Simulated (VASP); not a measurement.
# Ta3Cd (Pm-3m) in VASP: single point with r2SCAN+D3(BJ)

Aim: the single point of Ta3Cd with r2SCAN+D3(BJ).

Everything below comes from runs of VASP 6.6.1. Logs are shortened: lines on timing, memory, paths and dates and some standing lists are left out, and cuts for length are marked.

## (1) The cell of the first run

It takes space group Pm-3m (No. 221, cubic). Conventional cell: a = 4.194 Å, b = 4.194 Å, c = 4.194 Å, α = 90.00°, β = 90.00°, γ = 90.00°. Within 3.9 Å of Cd (site symmetry m-3m) lie 12 Ta at 2.97 Å. Ta (site symmetry 4/mmm) has 4 Cd at 2.97 Å and 8 Ta at 2.97 Å within 3.9 Å.

## (2) Single point, r2SCAN+D3(BJ)

File POSCAR:

```
Ta3Cd
1.0
    4.1942270030      0.0000000000      0.0000000000
    0.0000000000      4.1942270030      0.0000000000
    0.0000000000      0.0000000000      4.1942270030
Cd Ta
1 3
Direct
    0.0000000000      0.0000000000      0.0000000000
    0.0000000000      0.5000000000      0.5000000000
    0.5000000000      0.0000000000      0.5000000000
    0.5000000000      0.5000000000      0.0000000000
```

File INCAR.step1:

```
SYSTEM = Ta3Cd
PREC = Accurate
ENCUT = 520
ISMEAR = 1
SIGMA = 0.1
LREAL = .False.
LASPH = .True.
NELM = 60
NBANDS = 30
GGA = PE
ALGO = Normal
EDIFF = 1E-4
LWAVE = .True.
LCHARG = .False.
```

File INCAR.step2:

```
SYSTEM = Ta3Cd
PREC = Accurate
ENCUT = 520
EDIFF = 1E-7
ISMEAR = 1
SIGMA = 0.1
LREAL = .False.
LASPH = .True.
NELM = 60
ALGO = Normal
ISIF = 2
LWAVE = .False.
LCHARG = .True.
METAGGA = R2SCAN
LMIXTAU = .True.
IVDW = 12
VDW_S6 = 1.0
VDW_S8 = 0.78981345
VDW_A1 = 0.49484001
VDW_A2 = 5.73083694
LELF = .True.
LVHAR = .True.
NBANDS = 30
ISTART = 1
```

File KPOINTS:

```
regular mesh
0
Gamma
  6 6 6
  0 0 0
```

Potentials or basis: VASP PAW PBE potentials, release 64 (Cd, Ta_pv).

On the command line:

```console
> cat potpaw_PBE.64/Cd/POTCAR potpaw_PBE.64/Ta_pv/POTCAR > POTCAR
> cp INCAR.step1 INCAR
> mpirun -np 1 vasp_std > vasp.out
> cp INCAR.step2 INCAR
> mpirun -np 1 vasp_std > vasp.out
```

OUTCAR:

```text
SYSTEM = Ta3Cd
   PREC = Accurate
   ENCUT = 520
   EDIFF = 1E-7
   ISMEAR = 1
   LREAL = .False.
   LASPH = .True.
   NELM = 60
   ISIF = 2
   METAGGA = R2SCAN
   IVDW = 12
   ISTART = 1
 IVDW          = 12

 ion  position               nearest neighbor table
   1  0.000  0.000  0.000-   2 2.97   3 2.97   4 2.97   2 2.97   3 2.97   2 2.97   4 2.97   2 2.97
                             3 2.97   4 2.97   3 2.97   4 2.97
   2  0.000  0.500  0.500-   1 2.97   3 2.97   4 2.97   1 2.97   4 2.97   1 2.97   3 2.97   1 2.97
                             3 2.97   4 2.97   4 2.97   3 2.97
   3  0.500  0.000  0.500-   1 2.97   2 2.97   4 2.97   1 2.97   4 2.97   2 2.97   4 2.97   4 2.97
                             1 2.97   2 2.97   1 2.97   2 2.97
   4  0.500  0.500  0.000-   1 2.97   2 2.97   3 2.97   2 2.97   3 2.97   1 2.97   3 2.97   3 2.97
                             1 2.97   2 2.97   2 2.97   1 2.97

  LATTYP: Found a simple cubic cell.
 ALAT       =     4.1942270030

  Lattice vectors:

 A1 = (   4.1942270030,   0.0000000000,   0.0000000000)
 A2 = (   0.0000000000,   4.1942270030,   0.0000000000)
 A3 = (   0.0000000000,   0.0000000000,   4.1942270030)

Analysis of symmetry for initial positions (statically):
=====================================================================
 Subroutine PRICEL returns:
 Original cell was already a primitive cell.

 Routine SETGRP: Setting up the symmetry group for a
 simple cubic supercell.

 Subroutine GETGRP returns: Found 48 space group operations
 (whereof 48 operations were pure point group operations)
 out of a pool of 48 trial point group operations.

The static configuration has the point symmetry O_h .

Analysis of symmetry for dynamics (positions and initial velocities):
=====================================================================
 Subroutine PRICEL returns:
 Original cell was already a primitive cell.

 Routine SETGRP: Setting up the symmetry group for a
 simple cubic supercell.

 Subroutine GETGRP returns: Found 48 space group operations
 (whereof 48 operations were pure point group operations)
 out of a pool of 48 trial point group operations.

The dynamic configuration has the point symmetry O_h .

 Subroutine INISYM returns: Found 48 space group operations
[... 91 lines left out ...]
   LNONCOLLINEAR =      F non collinear calculations
   LSORBIT =      F    spin-orbit coupling
   LASPH  =      T    aspherical Exc in radial PAW
   ENCUT  =  520.0 eV  38.22 Ry    6.18 a.u.   7.80  7.80  7.80*2*pi/ulx,y,z
   NELM   =     60;   NELMIN=  2; NELMDL=  0     # of ELM steps
   EDIFF  = 0.1E-06   stopping-criterion for ELM
   LREAL  =      F    real-space projection
   EDIFFG = 0.1E-05   stopping-criterion for IOM
   NSW    =      0    number of steps for IOM
   IBRION =     -1    ionic relax: 0-MD 1-quasi-New 2-CG
   NFREE  =      0    steps in history (QN), initial steepest desc. (CG)
   ISIF   =      2    stress and relaxation
   ISYM   =      2    0-nonsym 1-usesym 2-fastsym
   POTIM  = 0.5000    time-step for ionic-motion
   TEBEG  =    0.0;   TEEND  =   0.0 temperature during run
   PSTRESS=    0.0 pullay stress
   NELECT =      45.0000    total number of electrons
   NUPDOWN=      -1.0000    fix difference up-down
   EMIN   =  10.00;   EMAX   =-10.00  energy-range for DOS
   EFERMI =   0.00;   METHOD = LEGACY
   ISMEAR =     1;   SIGMA  =   0.10  broadening in eV -4-tet -1-fermi 0-gaus
   EFERMI_NEDOS =   21; number of points for ismear=-14 and -15
   IALGO  =     38    algorithm
   IMIX   =      4    mixing-type and parameters
     AMIX     =   0.40;   BMIX     =  1.00
     AMIX_MAG =   1.60;   BMIX_MAG =  1.00
  volume/ion in A,a.u.               =      18.45       124.48
  Fermi-wavevector in a.u.,A,eV,Ry     =   1.388333  2.623569 26.224812  1.927469
  Thomas-Fermi vector in A             =   2.512469
   LORBIT       =      0    0 simple, 1 ext, 2 COOP (PROOUT), +10 PAW based schemes
   METAGGA = R2SCAN    functional components
   LHFCALC =     F    Hartree Fock is set to
   AEXX    =    0.0000 exact exchange contribution
   IVDW    =    12    specifies the selected vdW correction
   LEPSILON=     F    determine dielectric tensor
   LRPA    =     F    only Hartree local field effects (RPA)
 non-spin polarized calculation
 Methfessel and Paxton  Order N= 1 SIGMA  =   0.10
  energy-cutoff  :      520.00
  volume of cell :       73.78
 maximum number of plane-waves:      2008
 NGX is ok and might be reduce to    32
   NGX = 15   NGY = 15   NGZ = 15

 number of electron      45.0000014 magnetization

 Free energy of the ion-electron system (eV)
  ---------------------------------------------------
  ext. energy  EPLUGINS =         0.00000000
  ---------------------------------------------------
  free energy    TOTEN  =      -164.73635722 eV

  energy without entropy =     -164.72932053  energy(sigma->0) =     -164.73401166

 E-fermi :   5.0939     XC(G=0): -13.4738

 val. band max:        5.0783093769   @ k =   0.5000   0.3333   0.3333
 cond. band min:       5.1004598830   @ k =   0.3333   0.1667   0.1667
 fundamental gap:      0.0221505062
 Fermi energy:         5.0939020371

 k-point     1 :       0.0000    0.0000    0.0000
  band No.  band energies     occupation
      1     -30.7102      2.00000
      2     -30.7102      2.00000
      3     -30.7102      2.00000
      4     -30.2969      2.00000
      5     -30.2969      2.00000
      6     -30.2969      2.00000
[... 649 lines left out ...]
     29       8.6564      0.00000
     30       8.6564      0.00000

------------------------ aborting loop because EDIFF is reached ----------------------------------------

 Edisp (eV)   -1.15990

 E8    (eV) :    -0.4768

  FORCE on cell =-STRESS in cart. coord.  units (eV):
  Direction    XX          YY          ZZ          XY          YZ          ZX
  --------------------------------------------------------------------------------------
  -------------------------------------------------------------------------------------
  Total      -1.68965    -1.68965    -1.68965     0.00000     0.00000    -0.00000
  in kB     -36.69030   -36.69030   -36.69030     0.00000     0.00000    -0.00000
  external pressure =      -36.69 kB  Pullay stress =        0.00 kB

 VOLUME and BASIS-vectors are now :
 -----------------------------------------------------------------------------
  energy-cutoff  :      520.00
  volume of cell :       73.78
      direct lattice vectors                 reciprocal lattice vectors
     4.194227003  0.000000000  0.000000000     0.238422956  0.000000000  0.000000000
     0.000000000  4.194227003  0.000000000     0.000000000  0.238422956  0.000000000
     0.000000000  0.000000000  4.194227003     0.000000000  0.000000000  0.238422956

 POSITION                                       TOTAL-FORCE (eV/Angst)
 -----------------------------------------------------------------------------------
      0.00000      0.00000      0.00000         0.000000      0.000000      0.000000
      0.00000      2.09711      2.09711         0.000000      0.000000      0.000000
      2.09711      0.00000      2.09711         0.000000      0.000000      0.000000
      2.09711      2.09711      0.00000         0.000000      0.000000      0.000000
 -----------------------------------------------------------------------------------
    total drift:                                0.000000     -0.000000     -0.000000

  FREE ENERGIE OF THE ION-ELECTRON SYSTEM (eV)
  ---------------------------------------------------
  free  energy   TOTEN  =      -165.8962578786 eV

  energy  without entropy=     -165.8892211805  energy(sigma->0) =     -165.89391231
```

It used 180 s of CPU time on 1 thread of AMD EPYC 7R13 Processor (Zen 3) (shared host).

What came out:

| Item | Value |
| --- | --- |
| Free energy | -165.8963 eV |
| Pressure | -3.7 GPa |
| Dispersion energy per atom | -0.290 eV |

Levels at points of the mesh, in eV from the Fermi level:
```
           k point  band 19  band 20  band 21  band 22  band 23  band 24  band 25  band 26
(0.00, 0.00, 0.00)    -2.26    -2.22    -2.22     1.58     1.58     1.58     2.70     2.70
(0.50, 0.00, 0.00)    -1.96    -1.96    -0.37     0.12     0.12     0.62     1.52     1.75
(0.50, 0.50, 0.00)    -2.21    -1.38    -1.22    -1.22     0.40     0.40     1.79     1.92
(0.50, 0.50, 0.50)    -0.83    -0.83    -0.83     0.14     0.14     0.14     0.64     2.45
```

Caveat: three body term missing; the PAW data sets were made with another functional, which shifts forces and pressure a little; spin-orbit coupling is left out, which moves the levels of the heavy elements; pairwise dispersion overbinds metals, which lowers pressure and volume.
